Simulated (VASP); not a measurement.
Wanted: the native input for a VASP 6.6.1 run.

| Property | Result |
| --- | --- |
| Task | single point |
| Functional | PBE |
| Potentials or basis | VASP PAW PBE potentials, release 64 (Sn_d) |
| Cutoff | 520 eV |
| k mesh | 14 × 14 × 14 |
| Occupations | fermi-dirac, width 0.03 eV |
| Spin | no spin polarisation |
| Dipole correction | no |
| Further INCAR settings | ALGO = Normal; EDIFF = 1e-06; NBANDS = 13 |

The structure of Sn lies in POSCAR:

```
Sn
1.0
    3.0874001424      0.0000000000      0.0000000000
    0.0000000000      3.0874001424      0.0000000000
    0.0000000000      0.0000000000      3.0874001424
Sn
1
Direct
    0.0000000000      0.0000000000      0.0000000000
```

One way to write it, as run:

INCAR

```
SYSTEM = Sn
PREC = Accurate
ENCUT = 520
EDIFF = 1E-6
ISMEAR = -1
SIGMA = 0.03
LREAL = .FALSE.
LASPH = .TRUE.
NELM = 80
ALGO = Normal
ISIF = 2
LWAVE = .FALSE.
LCHARG = .FALSE.
GGA = PE
NBANDS = 13
```

KPOINTS

```
Automatic mesh
0
G
  14 14 14
  0 0 0
```

Potentials or basis: VASP PAW PBE potentials, release 64 (Sn_d).

Launch:

```console
$ cat potpaw_PBE.64/Sn_d/POTCAR > POTCAR
$ mpirun -np 1 vasp_std > vasp.out
```

It gave:

```yaml
Pressure: 0.0 GPa
Band_gap_on_the_k_mesh: zero (band 7 reaches 12.19 eV, above the bottom of band 8 at 4.84 eV)
```

Caveat: spin-orbit coupling is left out, which moves the levels of the heavy elements.

Run time: 8.3 s on 1 thread of Intel(R) Xeon(R) 6975P-C (Granite Rapids) (shared host), peak memory 0.16 GiB.
